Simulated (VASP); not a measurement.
Set up this calculation in VASP 6.6.1, as the native input.

| Item | Value |
| --- | --- |
| Task | single point |
| Functional | PBEsol |
| Potentials or basis | VASP PAW PBE potentials, release 64 (Mo_sv, S) |
| Cutoff | 520 eV |
| k mesh | 7 × 7 × 2 |
| Occupations | fermi-dirac, width 0.05 eV |
| Spin | non-collinear spin, zero start, spin-orbit coupling |
| Starting moments | [[0.0, 0.0, 0.0], [0.0, 0.0, 0.0], [0.0, 0.0, 0.0], [0.0, 0.0, 0.0], [0.0, 0.0, 0.0], [0.0, 0.0, 0.0]] μB |
| Dipole correction | no |
| Further INCAR settings | ALGO = Normal; EDIFF = 1e-06; NBANDS = 68 |

The structure of MoS2 lies in POSCAR:

```
MoS2
1.0
    3.1845414560      0.0000000000      0.0000000000
   -1.5922707280      2.7578938003      0.0000000000
    0.0000000000      0.0000000000     21.6705347200
Mo S
2 4
Direct
    0.3333333333      0.6666666667      0.8511602300
    0.6666666667      0.3333333333      0.1488397700
    0.6666666667      0.3333333333      0.7796253900
    0.3333333333      0.6666666667      0.0772510000
    0.6666666667      0.3333333333      0.9227490000
    0.3333333333      0.6666666667      0.2203746100
```

These files were run (other wordings do the same):

INCAR

```
PREC     = Accurate       # precision mode
ENCUT    = 520            # plane-wave cutoff, eV
EDIFF    = 1E-6           # SCF threshold, eV
ISMEAR   = -1             # smearing method
SIGMA    = 0.05           # smearing width, eV
LREAL    = F              # projectors in reciprocal space
LASPH    = T              # aspherical terms in the spheres
NELM     = 150            # most SCF steps
ALGO     = Normal         # electronic algorithm
ISIF     = 2              # what is computed and relaxed
LWAVE    = F              # write WAVECAR
LCHARG   = F              # write CHGCAR
MAGMOM   = 0 0 0 0 0 0 0 0 0 0 0 0 0 0 0 0 0 0 # initial moments
LORBIT   = 11             # projections on sites
LSORBIT  = T              # spin-orbit coupling
GGA_COMPAT= F            
LORBMOM  = T            
LMAXMIX  = 4              # l up to which the mixer works
GGA      = PS             # functional
NBANDS   = 68             # bands
```

KPOINTS

```
regular mesh
0
Gamma
  7 7 2
```

Potentials or basis: VASP PAW PBE potentials, release 64 (Mo_sv, S).

The run is started by

```console
$ cat potpaw_PBE.64/Mo_sv/POTCAR potpaw_PBE.64/S/POTCAR > POTCAR
$ mpirun -np 1 vasp_ncl > vasp.out
```

It gave:

```
Largest force                                         : 0.129 eV/Å
Net moment                                            : 0.00 μB per cell
Valence electrons inside the program's atomic spheres : Mo 12.47; S 3.68, 3.67 (each value once)
```

Caveat: the PAW data sets were made with another functional, which shifts forces and pressure a little.

Run time: 18 min on 1 thread of Oxide Virtual Turin-like Processor (shared host), peak memory 0.79 GiB.
